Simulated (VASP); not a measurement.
# BaTiO3 (a cell with a defect) in VASP: settings compared

The runs below take BaTiO3 (a cell with a defect) through single point, with PBEsol, r2SCAN.

All numbers are computed with VASP 6.6.1; they aren't measurements. Logs are shortened: lines on timing, memory, paths and dates and some standing lists are left out, and cuts for length are marked.

### 1 The cell of the first run

The cell holds a defect, 40 atoms: a = 7.940 Å, b = 7.940 Å, c = 7.940 Å, α = 90.00°, β = 90.00°, γ = 90.00°.

### 2 Single point, PBEsol

INCAR reads:

```
SYSTEM = BaTiO3
PREC = Accurate
ENCUT = 520
EDIFF = 1E-6
ISMEAR = -1
SIGMA = 0.05
LREAL = Auto
LASPH = .TRUE.
NELM = 80
ALGO = Normal
ISIF = 2
LWAVE = .FALSE.
LCHARG = .FALSE.
GGA = PS
NBANDS = 186
ISYM = 0
```

KPOINTS reads:

```
Automatic mesh
0
Gamma
  1 1 1
  0.25 0.25 0.25
```

POSCAR reads:

```
BaTiO3
1.0
    7.9404200000      0.0000000000      0.0000000000
    0.0000000000      7.9404200000      0.0000000000
    0.0000000000      0.0000000000      7.9404200000
Ti Ba O
8 8 24
Direct
    0.9265380000      0.0726720000      0.0114180000
    0.2595950000      0.2316360000      0.7607490000
    0.2543380000      0.7326750000      0.2505800000
    0.2554460000      0.7469180000      0.7666070000
    0.7533090000      0.2699080000      0.2713610000
    0.7456950000      0.2638340000      0.7595640000
    0.7713390000      0.7597120000      0.2573520000
    0.7594720000      0.7528390000      0.7718800000
    0.9980570000      0.9919210000      0.5345180000
    0.0139990000      0.5077470000      0.9986690000
    0.0090910000      0.5120660000      0.5100470000
    0.5037810000      0.9952510000      0.9975290000
    0.5197660000      0.9888960000      0.5151210000
    0.5069420000      0.5036180000      0.0087400000
    0.4994330000      0.5081780000      0.5061240000
    0.2447190000      0.1750360000      0.2591660000
    0.2841670000      0.2860090000      0.9797430000
    0.1972780000      0.2594590000      0.5409530000
    0.2690180000      0.7286510000      0.9947460000
    0.2541040000      0.7857860000      0.4827670000
    0.7192660000      0.2513210000      0.9911270000
    0.7869700000      0.2447140000      0.5046760000
    0.7577890000      0.7380460000      0.0018490000
    0.7513540000      0.7619140000      0.4971920000
    0.9684140000      0.2477870000      0.1727090000
    0.9942270000      0.2145420000      0.8141890000
    0.9996500000      0.7328420000      0.2635720000
    0.0059760000      0.7490240000      0.7498620000
    0.5338710000      0.2340840000      0.2704390000
    0.5103580000      0.2497790000      0.7230310000
    0.4928130000      0.7789620000      0.2466990000
    0.5148420000      0.7481930000      0.7518790000
    0.1032460000      0.9701080000      0.0758050000
    0.2741900000      0.9977980000      0.7509890000
    0.2612700000      0.5135910000      0.2659680000
    0.2572970000      0.5177420000      0.7349400000
    0.7772470000      0.9957890000      0.2157050000
    0.7609360000      0.9949920000      0.7811210000
    0.7477430000      0.5042640000      0.2598890000
    0.7620280000      0.4968540000      0.7477730000
```

Potentials or basis: VASP PAW PBE potentials, release 64 (Ti_sv, Ba_sv, O).

Started as:

```bash
> cat potpaw_PBE.64/Ti_sv/POTCAR potpaw_PBE.64/Ba_sv/POTCAR potpaw_PBE.64/O/POTCAR > POTCAR
> mpirun -np 1 vasp_std > vasp.out
```

OUTCAR:

```text
SYSTEM = BaTiO3
   PREC = Accurate
   ENCUT = 520
   EDIFF = 1E-6
   ISMEAR = -1
   LREAL = Auto
   LASPH = .TRUE.
   NELM = 80
   ISIF = 2
   GGA = PS
   ISYM = 0

 ion  position               nearest neighbor table
   1  0.927  0.073  0.011-  33 1.70  25 1.92  26 2.00  37 2.10  21 2.18  38 2.34   6 2.89  16 3.30
                            12 3.41  10 3.53
   2  0.260  0.232  0.761-  17 1.80  18 1.83  34 1.86  30 2.02  26 2.15  36 2.28  12 3.29   9 3.34
                            13 3.43  10 3.49  14 3.52  15 3.54  11 3.59
   3  0.254  0.733  0.251-  35 1.74  20 1.89  31 1.93  27 2.02  19 2.04  10 3.29  14 3.32  15 3.33
                            11 3.33  12 3.51  16 3.51  13 3.60   9 3.67
   4  0.255  0.747  0.767-  19 1.82  36 1.84  28 1.99  34 2.00  32 2.06  20 2.27  10 3.27  12 3.34
                             9 3.37  14 3.38  11 3.38  15 3.41  13 3.48
   5  0.753  0.270  0.271-  29 1.77  39 1.86  22 1.88  25 1.89  37 2.23  21 2.25  15 3.33  11 3.38
                            14 3.41  13 3.49  10 3.54   9 3.61  12 3.66
   6  0.746  0.264  0.760-  21 1.85  40 1.86  30 1.89  22 2.06  26 2.06  38 2.14   1 2.89  14 3.34
                            15 3.41  13 3.43  12 3.44   9 3.45  10 3.45  11 3.49
   7  0.771  0.760  0.257-  27 1.83  37 1.90  24 1.91  39 2.04  23 2.04  31 2.22  11 3.38   9 3.39
                            13 3.39  10 3.45  12 3.50  14 3.53  15 3.54
   8  0.759  0.753  0.772-  23 1.83  38 1.92  32 1.95  28 1.97  40 2.04  24 2.18   9 3.28  12 3.32
                            10 3.33  13 3.36  14 3.39  11 3.45  15 3.53
   9  0.998  0.992  0.535-  28 2.58  22 2.63  20 2.64  18 2.65  24 2.69  38 2.72  34 2.79  26 2.84
                            27 2.98  37 3.08  16 3.28   8 3.28   2 3.34   4 3.37   7 3.39   6 3.45
  10  0.014  0.508  0.999-  25 2.51  19 2.68  23 2.74  28 2.75  26 2.76  27 2.76  17 2.78  40 2.82
                            36 2.85  35 2.89  39 2.96  21 3.10   4 3.27   3 3.29   8 3.33   6 3.45
  11  0.009  0.512  0.510-  18 2.51  27 2.63  36 2.66  28 2.68  40 2.73  22 2.76  35 2.79  24 2.85
                            39 2.87  20 2.93   3 3.33   5 3.38   4 3.38   7 3.38   8 3.45   6 3.49
  12  0.504  0.995  0.998-  31 2.62  21 2.66  38 2.67  34 2.68  32 2.77  37 2.78  19 2.82  23 2.87
                            29 2.89  17 2.90  30 2.97  33 3.25  16 3.25   2 3.29   8 3.32   4 3.34
  13  0.520  0.989  0.515-  24 2.58  30 2.65  20 2.67  32 2.68  34 2.70  31 2.71  29 2.75  38 2.85
                            22 2.94  37 3.14  16 3.33  18 3.35   8 3.36   7 3.39   6 3.43   2 3.43
  14  0.507  0.504  0.009-  17 2.48  19 2.60  21 2.62  23 2.73  39 2.76  32 2.82  35 2.83  31 2.89
                            40 2.90  36 2.94  29 2.99  30 3.03   3 3.32   6 3.34   4 3.38   8 3.39
  15  0.499  0.508  0.506-  36 2.65  30 2.68  35 2.69  32 2.73  39 2.78  40 2.84  24 2.84  29 2.88
                            20 2.95  31 2.98  22 3.10  18 3.12   3 3.33   5 3.33   4 3.41   6 3.41
  16  0.245  0.175  0.259-  29 2.35  18 2.37  25 2.37  17 2.41  33 2.46  35 2.69  12 3.25   9 3.28
                             1 3.30  13 3.33   3 3.51  10 3.82  11 3.83  15 3.86  14 3.89
  17  0.284  0.286  0.980-   2 1.80  16 2.41  14 2.48  10 2.78  12 2.90
  18  0.197  0.259  0.541-   2 1.83  16 2.37  11 2.51   9 2.65  15 3.12  13 3.35
  19  0.269  0.729  0.995-   4 1.82   3 2.04  14 2.60  10 2.68  12 2.82
  20  0.254  0.786  0.483-   3 1.89   4 2.27   9 2.64  13 2.67  11 2.93  15 2.95
  21  0.719  0.251  0.991-   6 1.85   1 2.18   5 2.25  14 2.62  12 2.66  10 3.10
  22  0.787  0.245  0.505-   5 1.88   6 2.06   9 2.63  11 2.76  13 2.94  15 3.10
  23  0.758  0.738  0.002-   8 1.83   7 2.04  14 2.73  10 2.74  12 2.87
  24  0.751  0.762  0.497-   7 1.91   8 2.18  13 2.58   9 2.69  15 2.84  11 2.85
  25  0.968  0.248  0.173-   5 1.89   1 1.92  16 2.37  10 2.51
  26  0.994  0.215  0.814-   1 2.00   6 2.06   2 2.15  10 2.76   9 2.84
  27  1.000  0.733  0.264-   7 1.83   3 2.02  11 2.63  10 2.76   9 2.98
  28  0.006  0.749  0.750-   8 1.97   4 1.99   9 2.58  11 2.68  10 2.75
  29  0.534  0.234  0.270-   5 1.77  16 2.35  13 2.75  15 2.88  12 2.89  14 2.99
  30  0.510  0.250  0.723-   6 1.89   2 2.02  13 2.65  15 2.68  12 2.97  14 3.03
  31  0.493  0.779  0.247-   3 1.93   7 2.22  12 2.62  13 2.71  14 2.89  15 2.98
  32  0.515  0.748  0.752-   8 1.95   4 2.06  13 2.68  15 2.73  12 2.77  14 2.82
  33  0.103  0.970  0.076-   1 1.70  16 2.46  12 3.25
  34  0.274  0.998  0.751-   2 1.86   4 2.00  12 2.68  13 2.70   9 2.79
  35  0.261  0.514  0.266-   3 1.74  15 2.69  16 2.69  11 2.79  14 2.83  10 2.89
  36  0.257  0.518  0.735-   4 1.84   2 2.28  15 2.65  11 2.66  10 2.85  14 2.94
  37  0.777  0.996  0.216-   7 1.90   1 2.10   5 2.23  12 2.78   9 3.08  13 3.14
  38  0.761  0.995  0.781-   8 1.92   6 2.14   1 2.34  12 2.67   9 2.72  13 2.85
  39  0.748  0.504  0.260-   5 1.86   7 2.04  14 2.76  15 2.78  11 2.87  10 2.96
  40  0.762  0.497  0.748-   6 1.86   8 2.04  11 2.73  10 2.82  15 2.84  14 2.90

IMPORTANT INFORMATION: All symmetrisations will be switched off!
NOSYMM: (Re-)initialisation of all symmetry stuff for point group C_1.

----------------------------------------------------------------------------------------

                                     Primitive cell

  volume of cell :     500.6456

  direct lattice vectors                    reciprocal lattice vectors
     7.940420000  0.000000000  0.000000000     0.125937923  0.000000000  0.000000000
     0.000000000  7.940420000  0.000000000     0.000000000  0.125937923  0.000000000
     0.000000000  0.000000000  7.940420000     0.000000000  0.000000000  0.125937923

  length of vectors
     7.940420000  7.940420000  7.940420000     0.125937923  0.125937923  0.125937923

  position of ions in fractional coordinates (direct lattice)
[... 111 lines left out ...]
            Coordinates               Weight
  0.250000  0.250000  0.250000      2.000000
 -0.250000  0.250000  0.250000      2.000000
 -0.250000 -0.250000  0.250000      2.000000
  0.250000 -0.250000  0.250000      2.000000
   k-points           NKPTS =      4   k-points in BZ     NKDIM =      4   number of bands    NBANDS=    186
   number of dos      NEDOS =    301   number of ions     NIONS =     40
   total plane-waves  NPLWV = 216000
   dimension x,y,z NGX =    60 NGY =   60 NGZ =   60
   dimension x,y,z NGXF=   120 NGYF=  120 NGZF=  120
   ions per type =               8   8  24
   NGX,Y,Z   is equivalent  to a cutoff of  12.56, 12.56, 12.56 a.u.
   NGXF,Y,Z  is equivalent  to a cutoff of  25.12, 25.12, 25.12 a.u.
 SYSTEM =  BaTiO3
   PREC   = accura    normal or accurate (medium, high low for compatibility)
   ISTART =      0    job   : 0-new  1-cont  2-samecut
   ICHARG =      2    charge: 1-file 2-atom 10-const
   ISPIN  =      1    spin polarized calculation?
   LNONCOLLINEAR =      F non collinear calculations
   LSORBIT =      F    spin-orbit coupling
   LASPH  =      T    aspherical Exc in radial PAW
   ENCUT  =  520.0 eV  38.22 Ry    6.18 a.u.  14.76 14.76 14.76*2*pi/ulx,y,z
   NELM   =     80;   NELMIN=  2; NELMDL= -5     # of ELM steps
   EDIFF  = 0.1E-05   stopping-criterion for ELM
   LREAL  =      T    real-space projection
   EDIFFG = 0.1E-04   stopping-criterion for IOM
   NSW    =      0    number of steps for IOM
   IBRION =     -1    ionic relax: 0-MD 1-quasi-New 2-CG
   NFREE  =      0    steps in history (QN), initial steepest desc. (CG)
   ISIF   =      2    stress and relaxation
   ISYM   =      0    0-nonsym 1-usesym 2-fastsym
   POTIM  = 0.5000    time-step for ionic-motion
   TEBEG  =    0.0;   TEEND  =   0.0 temperature during run
   PSTRESS=    0.0 pullay stress
   NELECT =     320.0000    total number of electrons
   NUPDOWN=      -1.0000    fix difference up-down
   EMIN   =  10.00;   EMAX   =-10.00  energy-range for DOS
   EFERMI =   0.00;   METHOD = LEGACY
   ISMEAR =    -1;   SIGMA  =   0.05  broadening in eV -4-tet -1-fermi 0-gaus
   EFERMI_NEDOS =   21; number of points for ismear=-14 and -15
   IALGO  =     38    algorithm
   IMIX   =      4    mixing-type and parameters
     AMIX     =   0.40;   BMIX     =  1.00
     AMIX_MAG =   1.60;   BMIX_MAG =  1.00
  volume/ion in A,a.u.               =      12.52        84.46
  Fermi-wavevector in a.u.,A,eV,Ry     =   1.410202  2.664896 27.057496  1.988670
  Thomas-Fermi vector in A             =   2.532180
   LORBIT       =      0    0 simple, 1 ext, 2 COOP (PROOUT), +10 PAW based schemes
   GGA     = PS    functional components
   LHFCALC =     F    Hartree Fock is set to
   AEXX    =    0.0000 exact exchange contribution
   IVDW    =     0    specifies the selected vdW correction
   LEPSILON=     F    determine dielectric tensor
   LRPA    =     F    only Hartree local field effects (RPA)
 non-spin polarized calculation
  energy-cutoff  :      520.00
  volume of cell :      500.65
 maximum number of plane-waves:     13475
   NGX = 29   NGY = 29   NGZ = 29

 number of electron     320.0000013 magnetization

 Free energy of the ion-electron system (eV)
  ---------------------------------------------------
  ext. energy  EPLUGINS =         0.00000000
  ---------------------------------------------------
  free energy    TOTEN  =      -328.21985463 eV

  energy without entropy =     -328.21985463  energy(sigma->0) =     -328.21985463

 E-fermi :   5.1584     XC(G=0): -11.5877

 val. band max:        3.9145047213   @ k =  -0.2500  -0.2500   0.2500
 cond. band min:       6.4463289751   @ k =   0.2500  -0.2500   0.2500
 fundamental gap:      2.5318242538
 Fermi energy:         5.1584334239

 k-point     1 :       0.2500    0.2500    0.2500
  band No.  band energies     occupation
      1     -52.2958      2.00000
      2     -52.2111      2.00000
      3     -52.1902      2.00000
      4     -51.9574      2.00000
      5     -51.9113      2.00000
      6     -51.8911      2.00000
[... 689 lines left out ...]
    171       7.5514      0.00000
    172       7.5754      0.00000
 [bands above 172 left out]

------------------------ aborting loop because EDIFF is reached ----------------------------------------

  FORCE on cell =-STRESS in cart. coord.  units (eV):
  Direction    XX          YY          ZZ          XY          YZ          ZX
  --------------------------------------------------------------------------------------
  -------------------------------------------------------------------------------------
  Total       39.9168775     35.7036715     31.7681196     -0.8888285      2.3854343     -2.4017600
  in kB      127.7428849    114.2596889    101.6650474     -2.8444487      7.6339204     -7.6861660
  external PRESSURE =     114.5558737 kB  Pullay stress =       0.0000000 kB

 VOLUME and BASIS-vectors are now :
 -----------------------------------------------------------------------------
  energy-cutoff  :      520.00
  volume of cell :      500.65
      direct lattice vectors                 reciprocal lattice vectors
     7.940420000  0.000000000  0.000000000     0.125937923  0.000000000  0.000000000
     0.000000000  7.940420000  0.000000000     0.000000000  0.125937923  0.000000000
     0.000000000  0.000000000  7.940420000     0.000000000  0.000000000  0.125937923

 POSITION                                       TOTAL-FORCE (eV/Angst)
 -----------------------------------------------------------------------------------
      7.35710      0.57705      0.09066        -0.170914      0.093906     -0.057214
      2.06129      1.83929      6.04067        -0.012684      0.047009     -0.036483
      2.01955      5.81775      1.98971        -0.070433      0.138081     -0.042082
      2.02835      5.93084      6.08718        -0.074509      0.096269     -0.037409
      5.98159      2.14318      2.15472         0.012026     -0.039588     -0.021745
      5.92113      2.09495      6.03126         0.007999     -0.058846     -0.025785
[... 32 lines left out ...]
      5.93739      4.00407      2.06363         0.045396      0.037313     -0.017242
      6.05082      3.94523      5.93763         0.011097      0.036365      0.037541
 -----------------------------------------------------------------------------------
    total drift:                                0.007472     -0.020872      0.001197

  FREE ENERGIE OF THE ION-ELECTRON SYSTEM (eV)
  ---------------------------------------------------
  free  energy   TOTEN  =      -328.2198546347 eV

  energy  without entropy=     -328.2198546347  energy(sigma->0) =     -328.21985463
```

Wall time 18 min (1 thread of Intel Xeon 8259CL, shared host); peak memory 0.63 GiB.

What came out:

```
Free energy            : -328.2199 eV
Pressure               : 11.5 GPa
Largest force          : 0.284 eV/Å
Band gap on the k mesh : 2.53 eV
```

Forces in eV/Å, atoms in the order of the input:
```
Ti  -0.171  0.094 -0.057
Ti  -0.013  0.047 -0.036
Ti  -0.070  0.138 -0.042
Ti  -0.075  0.096 -0.037
Ti   0.012 -0.040 -0.022
Ti   0.008 -0.059 -0.026
Ti  -0.094 -0.052 -0.038
Ti  -0.051 -0.022 -0.062
Ba  -0.031  0.031 -0.089
Ba  -0.012  0.078 -0.072
Ba  -0.130 -0.009 -0.008
Ba  -0.037  0.037 -0.017
Ba   0.036  0.059 -0.013
Ba   0.125  0.015  0.035
Ba   0.045 -0.002 -0.068
Ba  -0.015 -0.243  0.090
O   -0.079  0.009 -0.147
O    0.079  0.075  0.231
O   -0.005  0.069  0.085
O    0.029 -0.049  0.009
O    0.079 -0.021  0.008
O   -0.052  0.044  0.044
O    0.058  0.090  0.065
O    0.050 -0.039  0.016
O   -0.198  0.004  0.011
O    0.046 -0.031  0.017
O    0.066  0.068 -0.028
O    0.045  0.002  0.052
O    0.244  0.096 -0.035
O   -0.044  0.031  0.070
O    0.002 -0.040  0.019
O    0.034 -0.040  0.030
O    0.084 -0.256 -0.092
O   -0.054 -0.069  0.014
O   -0.038 -0.143 -0.038
O   -0.014 -0.087  0.062
O    0.047  0.033  0.033
O    0.038  0.013  0.017
O    0.045  0.037 -0.017
O    0.011  0.036  0.038
```

Stress tensor (GPa, compression positive):
```
12.77 -0.28 -0.77
-0.28 11.43  0.76
-0.77  0.76 10.17
```

Levels at points of the mesh, in eV from the valence-band top:
| k point | band 157 | band 158 | band 159 | band 160 | band 161 | band 162 | band 163 | band 164 |
| --- | --- | --- | --- | --- | --- | --- | --- | --- |
| (0.25, 0.25, 0.25) | -0.33 | -0.25 | -0.17 | -0.01 | 2.60 | 2.65 | 2.70 | 2.91 |

Caveat: the PAW data sets were made with another functional, which shifts forces and pressure a little; spin-orbit coupling is left out, which moves the levels of the heavy elements.

### 3 Single point, r2SCAN

POSCAR is that of step 2.

INCAR.step1 reads:

```
SYSTEM = BaTiO3
PREC     = Accurate       ! precision mode
ENCUT    = 520            ! plane-wave cutoff, eV
ISMEAR   = -1             ! smearing method
SIGMA    = 0.05           ! smearing width, eV
LREAL    = Auto         
LASPH    = .TRUE.         ! aspherical terms in the spheres
NELM     = 60             ! most SCF steps
NBANDS   = 186            ! bands
ISYM     = 0            
GGA      = PE             ! functional
ALGO     = Normal         ! electronic algorithm
EDIFF    = 1E-4           ! SCF threshold, eV
LWAVE    = .TRUE.         ! write WAVECAR
LCHARG   = .FALSE.        ! write CHGCAR
```

INCAR.step2 reads:

```
SYSTEM = BaTiO3
PREC     = Accurate       ! precision mode
ENCUT    = 520            ! plane-wave cutoff, eV
EDIFF    = 1E-6           ! SCF threshold, eV
ISMEAR   = -1             ! smearing method
SIGMA    = 0.05           ! smearing width, eV
LREAL    = Auto         
LASPH    = .TRUE.         ! aspherical terms in the spheres
NELM     = 60             ! most SCF steps
ALGO     = Normal         ! electronic algorithm
ISIF     = 2              ! what is computed and relaxed
LWAVE    = .FALSE.        ! write WAVECAR
LCHARG   = .FALSE.        ! write CHGCAR
METAGGA  = R2SCAN         ! meta-GGA
LMIXTAU  = .TRUE.       
NBANDS   = 186            ! bands
ISYM     = 0            
ISTART   = 1
```

KPOINTS is that of step 2.

Potentials or basis: VASP PAW PBE potentials, release 64 (Ti_sv, Ba_sv, O).

Started as:

```bash
> cat potpaw_PBE.64/Ti_sv/POTCAR potpaw_PBE.64/Ba_sv/POTCAR potpaw_PBE.64/O/POTCAR > POTCAR
> cp INCAR.step1 INCAR
> mpirun -np 1 vasp_std > vasp.out
> cp INCAR.step2 INCAR
> mpirun -np 1 vasp_std > vasp.out
```

It took 39 min on 1 thread of Intel Xeon 8259CL, shared host; peak memory 0.7 GiB.

It converged, with:

| Property | Result |
| --- | --- |
| Free energy | -585.0852 eV |
| Pressure | 15.5 GPa |
| Largest force | 0.399 eV/Å |
| Band gap on the k mesh | 2.92 eV |

Forces on the atoms (eV/Å):
```
Ti  -0.107 -0.015 -0.065
Ti  -0.084  0.177  0.025
Ti  -0.153  0.151 -0.125
Ti  -0.083  0.135 -0.043
Ti  -0.046 -0.097 -0.094
Ti   0.011 -0.082 -0.099
Ti  -0.121 -0.130 -0.112
Ti  -0.030 -0.073 -0.121
Ba  -0.017  0.070 -0.225
Ba  -0.001  0.107 -0.052
Ba  -0.143 -0.077 -0.053
Ba  -0.136  0.069  0.026
Ba   0.023  0.152 -0.079
Ba   0.129 -0.002  0.056
Ba   0.037 -0.038 -0.129
Ba   0.048 -0.319  0.190
O   -0.112 -0.078 -0.259
O    0.176  0.054  0.332
O    0.013  0.077  0.107
O    0.043 -0.075  0.033
O    0.154 -0.048  0.001
O   -0.084  0.063  0.084
O    0.081  0.154  0.088
O    0.065 -0.064  0.059
O   -0.279  0.020  0.142
O    0.038 -0.010 -0.019
O    0.065  0.097 -0.014
O    0.026  0.034  0.109
O    0.364  0.163 -0.015
O   -0.018  0.041  0.105
O    0.047 -0.056  0.047
O    0.052 -0.035  0.046
O    0.018 -0.300 -0.206
O   -0.098 -0.104  0.029
O   -0.053 -0.108 -0.063
O   -0.021 -0.085  0.104
O    0.055  0.083  0.084
O    0.075  0.028  0.057
O    0.062  0.068 -0.010
O    0.002  0.053  0.057
```

Stress tensor (GPa, compression positive):
```
16.90 -0.27 -0.81
-0.27 15.54  0.82
-0.81  0.82 14.10
```

Levels at points of the mesh, in eV from the valence-band top:
```csv
k point,band 158,band 159,band 160,band 161,band 162,band 163
"(0.25, 0.25, 0.25)",-0.27,-0.17,-0.01,2.99,3.04,3.09
```

Caveat: the PAW data sets were made with another functional, which shifts forces and pressure a little; spin-orbit coupling is left out, which moves the levels of the heavy elements.
